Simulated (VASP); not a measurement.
# CdSe (P6_3mc) in VASP: further runs

CdSe is run at these levels: RPBE, LDA, B3LYP5; tasks: relaxation of cell and atoms, single point.

Everything below comes from runs of VASP 6.6.1. Logs are shortened: lines on timing, memory, paths and dates and some standing lists are left out, and cuts for length are marked.

## 1. The cell of the first run

The structure is hexagonal, space group P6_3mc (No. 186). The conventional cell has a = 4.300 Å, b = 4.300 Å, c = 7.020 Å, α = 90.00°, β = 90.00°, γ = 120.00°. Within 3.4 Å of Cd (site symmetry 3m) lie 4 Se at 2.61 to 2.70 Å. Within 3.4 Å of Se (site symmetry 3m) lie 4 Cd at 2.61 to 2.70 Å.

## 2. Relaxation of cell and atoms, RPBE

INCAR reads:

```
SYSTEM = CdSe
  ALGO = Normal
  EDIFF = 1E-6
  EDIFFG = -0.01
  ENCUT = 600
  GGA = RP
  IBRION = 2
  ISIF = 3
  ISMEAR = -1
  LASPH = .True.
  LCHARG = .False.
  LREAL = .False.
  LWAVE = .False.
  NELM = 80
  NSW = 60
  PREC = Accurate
  SIGMA = 0.05
```

KPOINTS reads:

```
k-points
0
Gamma
  7 7 4
  0 0 0
```

POSCAR reads:

```
CdSe
1.0
    4.3000000000      0.0000000000      0.0000000000
   -2.1500000000      3.7239092363      0.0000000000
    0.0000000000      0.0000000000      7.0200000000
Cd Se
2 2
Direct
    0.6666666667      0.3333333333      0.5000000000
    0.3333333333      0.6666666667      0.0000000000
    0.6666666667      0.3333333333      0.8850000000
    0.3333333333      0.6666666667      0.3850000000
```

Potentials or basis: VASP PAW PBE potentials, release 64 (Cd, Se).

Launch:

```sh
cat potpaw_PBE.64/Cd/POTCAR potpaw_PBE.64/Se/POTCAR > POTCAR
mpirun -np 1 vasp_std > vasp.out
```

OUTCAR:

```text
SYSTEM = CdSe
   EDIFF = 1E-6
   EDIFFG = -0.01
   ENCUT = 600
   GGA = RP
   IBRION = 2
   ISIF = 3
   ISMEAR = -1
   LASPH = .True.
   LREAL = .False.
   NELM = 80
   NSW = 60
   PREC = Accurate

 ion  position               nearest neighbor table
   1  0.667  0.333  0.500-   4 2.61   4 2.61   4 2.61   3 2.70
   2  0.333  0.667  0.000-   3 2.61   3 2.61   3 2.61   4 2.70
   3  0.667  0.333  0.885-   2 2.61   2 2.61   2 2.61   1 2.70
   4  0.333  0.667  0.385-   1 2.61   1 2.61   1 2.61   2 2.70

  LATTYP: Found a hexagonal cell.
 ALAT       =     4.3000000000
 C/A-ratio  =     1.6325581395

  Lattice vectors:

 A1 = (   4.3000000000,   0.0000000000,   0.0000000000)
 A2 = (  -2.1500000000,   3.7239092363,   0.0000000000)
 A3 = (   0.0000000000,   0.0000000000,   7.0200000000)

Analysis of symmetry for initial positions (statically):
=====================================================================
 Subroutine PRICEL returns:
 Original cell was already a primitive cell.

 Routine SETGRP: Setting up the symmetry group for a
 hexagonal supercell.

 Subroutine GETGRP returns: Found 12 space group operations
 (whereof  6 operations were pure point group operations)
 out of a pool of 24 trial point group operations.

The static configuration has the point symmetry C_3v.
 The point group associated with its full space group is C_6v.

Analysis of symmetry for dynamics (positions and initial velocities):
=====================================================================
 Subroutine PRICEL returns:
 Original cell was already a primitive cell.

 Routine SETGRP: Setting up the symmetry group for a
 hexagonal supercell.

 Subroutine GETGRP returns: Found 12 space group operations
 (whereof  6 operations were pure point group operations)
 out of a pool of 24 trial point group operations.

The dynamic configuration has the point symmetry C_3v.
 The point group associated with its full space group is C_6v.

 Subroutine INISYM returns: Found 12 space group operations
 (whereof  6 operations are pure point group operations),
 and found     1 'primitive' translations

----------------------------------------------------------------------------------------

                                     Primitive cell

  volume of cell :     112.4099

  direct lattice vectors                    reciprocal lattice vectors
     4.300000000  0.000000000  0.000000000     0.232558140  0.134267504  0.000000000
    -2.150000000  3.723909236  0.000000000     0.000000000  0.268535009  0.000000000
     0.000000000  0.000000000  7.020000000     0.000000000  0.000000000  0.142450142

  length of vectors
     4.300000000  4.300000000  7.020000000     0.268535009  0.268535009  0.142450142

  position of ions in fractional coordinates (direct lattice)
     0.666666667  0.333333333  0.500000000
     0.333333333  0.666666667  0.000000000
     0.666666667  0.333333333  0.885000000
     0.333333333  0.666666667  0.385000000

  ion indices of the primitive-cell ions
   primitive index   ion index
                 1           1
                 2           2
                 3           3
                 4           4

----------------------------------------------------------------------------------------

 KPOINTS: k-points

Automatic generation of k-mesh.
 Grid dimensions read from file:
 generate k-points for:    7    7    4

 Generating k-lattice:

  Cartesian coordinates                     Fractional coordinates (reciprocal lattice)
     0.033222591  0.019181072  0.000000000     0.142857143  0.000000000  0.000000000
     0.000000000  0.038362144  0.000000000     0.000000000  0.142857143  0.000000000
     0.000000000  0.000000000  0.035612536     0.000000000  0.000000000  0.250000000

  Length of vectors
     0.038362144  0.038362144  0.035612536

  Shift w.r.t. Gamma in fractional coordinates (k-lattice)
     0.000000000  0.000000000  0.000000000

 Subroutine IBZKPT returns following result:
 ===========================================

 Found     24 irreducible k-points:

 Following reciprocal coordinates:
            Coordinates               Weight
  0.000000  0.000000  0.000000      1.000000
  0.142857  0.000000  0.000000      6.000000
  0.285714 -0.000000  0.000000      6.000000
  0.428571 -0.000000  0.000000      6.000000
  0.142857  0.142857  0.000000      6.000000
  0.285714  0.142857  0.000000     12.000000
[... 16 lines left out ...]
  0.428571  0.142857  0.500000      6.000000
  0.285714  0.285714  0.500000      6.000000
   k-points           NKPTS =     24   k-points in BZ     NKDIM =     24   number of bands    NBANDS=     22
   number of dos      NEDOS =    301   number of ions     NIONS =      4
   total plane-waves  NPLWV =  72576
   dimension x,y,z NGX =    36 NGY =   36 NGZ =   56
   dimension x,y,z NGXF=    72 NGYF=   72 NGZF=  112
   ions per type =               2   2
   NGX,Y,Z   is equivalent  to a cutoff of  13.92, 13.92, 13.26 a.u.
   NGXF,Y,Z  is equivalent  to a cutoff of  27.84, 27.84, 26.52 a.u.
 SYSTEM =  CdSe
   PREC   = accura    normal or accurate (medium, high low for compatibility)
   ISTART =      0    job   : 0-new  1-cont  2-samecut
   ICHARG =      2    charge: 1-file 2-atom 10-const
   ISPIN  =      1    spin polarized calculation?
   LNONCOLLINEAR =      F non collinear calculations
   LSORBIT =      F    spin-orbit coupling
   LASPH  =      T    aspherical Exc in radial PAW
   ENCUT  =  600.0 eV  44.10 Ry    6.64 a.u.   8.59  8.59 14.02*2*pi/ulx,y,z
   NELM   =     80;   NELMIN=  2; NELMDL= -5     # of ELM steps
   EDIFF  = 0.1E-05   stopping-criterion for ELM
   LREAL  =      F    real-space projection
   EDIFFG = -.1E-01   stopping-criterion for IOM
   NSW    =     60    number of steps for IOM
   IBRION =      2    ionic relax: 0-MD 1-quasi-New 2-CG
   NFREE  =      1    steps in history (QN), initial steepest desc. (CG)
   ISIF   =      3    stress and relaxation
   ISYM   =      2    0-nonsym 1-usesym 2-fastsym
   POTIM  = 0.5000    time-step for ionic-motion
   TEBEG  =    0.0;   TEEND  =   0.0 temperature during run
   PSTRESS=    0.0 pullay stress
   NELECT =      36.0000    total number of electrons
   NUPDOWN=      -1.0000    fix difference up-down
   EMIN   =  10.00;   EMAX   =-10.00  energy-range for DOS
   EFERMI =   0.00;   METHOD = LEGACY
   ISMEAR =    -1;   SIGMA  =   0.05  broadening in eV -4-tet -1-fermi 0-gaus
   EFERMI_NEDOS =   21; number of points for ismear=-14 and -15
   IALGO  =     38    algorithm
   IMIX   =      4    mixing-type and parameters
     AMIX     =   0.40;   BMIX     =  1.00
     AMIX_MAG =   1.60;   BMIX_MAG =  1.00
  volume/ion in A,a.u.               =      28.10       189.64
  Fermi-wavevector in a.u.,A,eV,Ry     =   1.120059  2.116604 17.068937  1.254531
  Thomas-Fermi vector in A             =   2.256702
   LORBIT       =      0    0 simple, 1 ext, 2 COOP (PROOUT), +10 PAW based schemes
   GGA     = RP    functional components
   LHFCALC =     F    Hartree Fock is set to
   AEXX    =    0.0000 exact exchange contribution
   IVDW    =     0    specifies the selected vdW correction
   LEPSILON=     F    determine dielectric tensor
   LRPA    =     F    only Hartree local field effects (RPA)
 conjugate gradient relaxation of ions
 non-spin polarized calculation
  energy-cutoff  :      600.00
  volume of cell :      112.41
 maximum number of plane-waves:      3791
 NGX is ok and might be reduce to    36
   NGX = 17   NGY = 17   NGZ = 29

--------------------------------------- Ionic step        1  -------------------------------------------

 number of electron      35.9999991 magnetization

 Free energy of the ion-electron system (eV)
  ---------------------------------------------------
  ext. energy  EPLUGINS =         0.00000000
  ---------------------------------------------------
  free energy    TOTEN  =        -9.55053984 eV

  energy without entropy =       -9.55053662  energy(sigma->0) =       -9.55053823

------------------------ aborting loop because EDIFF is reached ----------------------------------------

  FORCE on cell =-STRESS in cart. coord.  units (eV):
  Direction    XX          YY          ZZ          XY          YZ          ZX
  --------------------------------------------------------------------------------------
  -------------------------------------------------------------------------------------
  Total        4.2130123      4.2130123      2.6521934      0.0000000      0.0000000      0.0000000
  in kB       60.0480147     60.0480147     37.8016817      0.0000000      0.0000000      0.0000000
  external PRESSURE =      52.6325704 kB  Pullay stress =       0.0000000 kB

 VOLUME and BASIS-vectors are now :
 -----------------------------------------------------------------------------
  energy-cutoff  :      600.00
  volume of cell :      112.41
      direct lattice vectors                 reciprocal lattice vectors
     4.300000000  0.000000000  0.000000000     0.232558140  0.134267504  0.000000000
    -2.150000000  3.723909236  0.000000000     0.000000000  0.268535009  0.000000000
     0.000000000  0.000000000  7.020000000     0.000000000  0.000000000  0.142450142
[... 229 lines left out ...]
 POSITION                                       TOTAL-FORCE (eV/Angst)
 -----------------------------------------------------------------------------------
      2.23167      1.28846      3.64663        -0.000000      0.000000     -0.020151
     -0.00000      2.57691      0.03103        -0.000000      0.000000     -0.020151
      2.23167      1.28846      6.36859         0.000000     -0.000000      0.020151
     -0.00000      2.57691      2.75299         0.000000      0.000000      0.020151
 -----------------------------------------------------------------------------------
    total drift:                               -0.000000     -0.000000     -0.000051

  FREE ENERGIE OF THE ION-ELECTRON SYSTEM (eV)
  ---------------------------------------------------
  free  energy   TOTEN  =        -9.7510986390 eV

  energy  without entropy=       -9.7510639830  energy(sigma->0) =       -9.75108131

--------------------------------------- Ionic step        8  -------------------------------------------

 number of electron      35.9999997 magnetization

 Free energy of the ion-electron system (eV)
  ---------------------------------------------------
  ext. energy  EPLUGINS =         0.00000000
  ---------------------------------------------------
  free energy    TOTEN  =        -9.75173959 eV

  energy without entropy =       -9.75170418  energy(sigma->0) =       -9.75172189

 E-fermi :   0.6504     XC(G=0):  -8.1643

 val. band max:        0.3111494992   @ k =   0.0000   0.0000   0.0000
 cond. band min:       0.9197794115   @ k =   0.0000   0.0000   0.0000
 fundamental gap:      0.6086299123
 Fermi energy:         0.6503782474

 k-point     1 :       0.0000    0.0000    0.0000
  band No.  band energies     occupation
      1     -11.7161      2.00000
      2     -11.4295      2.00000
      3      -7.3409      2.00000
      4      -7.3374      2.00000
      5      -7.3374      2.00000
      6      -7.2877      2.00000
[... 14 lines left out ...]
     21       6.2393      0.00000
     22       6.2393      0.00000
[... 595 lines left out ...]
 POSITION                                       TOTAL-FORCE (eV/Angst)
 -----------------------------------------------------------------------------------
      2.22552      1.28491      3.66797         0.000000     -0.000000      0.002620
     -0.00000      2.56981      0.03335         0.000000     -0.000000      0.002620
      2.22552      1.28491      6.39992        -0.000000      0.000000     -0.002620
     -0.00000      2.56981      2.76530        -0.000000      0.000000     -0.002620
 -----------------------------------------------------------------------------------
    total drift:                               -0.000000     -0.000000      0.000921

  FREE ENERGIE OF THE ION-ELECTRON SYSTEM (eV)
  ---------------------------------------------------
  free  energy   TOTEN  =        -9.7517395911 eV

  energy  without entropy=       -9.7517041793  energy(sigma->0) =       -9.75172189

 reached required accuracy - stopping structural energy minimisation
```

Run time: 3.1 min. Hardware: 1 thread of Intel Xeon 6975P-C (Granite Rapids), shared host; peak memory 0.3 GiB.

Results:

```
Free energy                           : -9.7517 eV
Relaxed volume                        : 31.18 Å³/atom
Relaxed cell                          : a = 4.451 Å, b = 4.451 Å, c = 7.269 Å, α = 90.00°, β = 90.00°, γ = 120.00°
Space group after relaxing (to 0.1 Å) : P6_3mc (No. 186)
Energy gained by relaxing             : 50.3 meV/atom
Ionic steps                           : 8
Pressure after relaxing               : 0.0 GPa
Band gap on the k mesh                : 0.61 eV
```

Forces on the atoms (eV/Å):
```
Cd   0.000  0.000  0.003
Cd   0.000  0.000  0.003
Se   0.000  0.000 -0.003
Se   0.000  0.000 -0.003
```

The path:
```csv
step,energy change (eV),largest force (eV/Å),pressure (GPa),volume (Å³)
1,0.0000,0.2969,5.26,112.41
2,-0.1872,0.0434,-0.96,128.09
3,-0.1974,0.0768,0.00,124.78
4,-0.1974,0.0739,-0.08,125.04
5,-0.1985,0.0568,-0.07,124.98
6,-0.2004,0.0031,-0.01,124.82
7,-0.2006,0.0202,0.00,124.76
8,-0.2012,0.0026,0.01,124.72
```

Final structure:
```
CELL_PARAMETERS angstrom
4.45104 0.00000 0.00000
-2.22552 3.85472 0.00000
0.00000 0.00000 7.26923
ATOMIC_POSITIONS crystal
Cd 0.66667 0.33333 0.50459
Cd 0.33333 0.66667 0.00459
Se 0.66667 0.33333 0.88041
Se 0.33333 0.66667 0.38041
```

Levels at points of the mesh, in eV from the valence-band top:
```csv
k point,band 15,band 16,band 17,band 18,band 19,band 20,band 21,band 22
"(0.00, 0.00, 0.00)",-0.62,-0.04,0.00,0.00,0.61,2.22,5.93,5.93
"(0.00, 0.00, 0.50)",-0.32,-0.32,-0.32,-0.32,2.28,2.28,5.83,5.83
```

Caveat: the PAW data sets were made with another functional, which shifts forces and pressure a little. Zero-point motion and thermal expansion aren't in these numbers.

[end of part 1 of 2]
